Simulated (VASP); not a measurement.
Set up this calculation in VASP 6.6.1, as the native input.

| Property | Result |
| --- | --- |
| Task | single point |
| Functional | PBEsol |
| Potentials or basis | VASP PAW PBE potentials, release 64 (Ba_sv, Ti_sv, O) |
| Cutoff | 520 eV |
| k mesh | 7 × 7 × 6 |
| Occupations | fermi-dirac, width 0.05 eV |
| Spin | no spin polarisation |
| Hubbard terms | Ti d U = 1.0 eV |
| Dipole correction | no |
| Further INCAR settings | ALGO = Normal; EDIFF = 1e-07; NBANDS = 51 |

The structure of BaTiO3 lies in POSCAR:

```
BaTiO3
1.0
    4.5338760500     -2.9379638800     -2.8444881300
   -4.1791542400     -2.1732400700      2.5787236500
   -4.6762392700      2.6713797400     -2.7780311600
Ba Ti O
2 2 6
Direct
    0.9929438400      0.4986419800      0.4991208400
    0.9981196900      0.9966392300      0.0001370000
    0.4952686900      0.2509026300      0.7392901800
    0.4933295800      0.7515767200      0.2408135500
    0.5108239000      0.5021635500      0.0106287500
    0.5104097200      0.0023124000      0.5087025000
    0.4954844800      0.4957351500      0.4991277600
    0.4955713100      0.9926633600      0.9992015800
    0.0111918500      0.0068669100      0.5088670800
    0.0044169400      0.5024980700      0.0016707600
```

The input as run:

INCAR

```
SYSTEM = BaTiO3
ALGO = Normal
EDIFF = 1E-7
ENCUT = 520
GGA = PS
ISIF = 2
ISMEAR = -1
KPAR = 4
LASPH = .True.
LCHARG = .True.
LDAU = .True.
LDAUJ = 0 0 0
LDAUL = -1 2 -1
LDAUPRINT = 1
LDAUTYPE = 2
LDAUU = 0 1 0
LMAXMIX = 4
LREAL = .False.
LVHAR = .True.
LWAVE = .False.
NBANDS = 51
NELM = 150
PREC = Accurate
SIGMA = 0.05
```

KPOINTS

```
k-points
0
Gamma
  7 7 6
  0 0 0
```

Potentials or basis: VASP PAW PBE potentials, release 64 (Ba_sv, Ti_sv, O).

Run with:

```bash
$ cat potpaw_PBE.64/Ba_sv/POTCAR potpaw_PBE.64/Ti_sv/POTCAR potpaw_PBE.64/O/POTCAR > POTCAR
$ mpirun -np 4 vasp_std > vasp.out
```

Results of the run:

```yaml
Pressure: 11.3 GPa
Largest_force: 1.162 eV/Å
Band_gap_on_the_k_mesh: 0.99 eV
```

Caveat: the stress differs along the axes, from -9 to 34 GPa; the PAW data sets were made with another functional, which shifts forces and pressure a little; spin-orbit coupling is left out, which moves the levels of the heavy elements.

Wall time 3.8 min on 4 MPI ranks on Intel(R) Xeon(R) 6975P-C (Granite Rapids) (shared host), peak memory 0.83 GiB a rank.
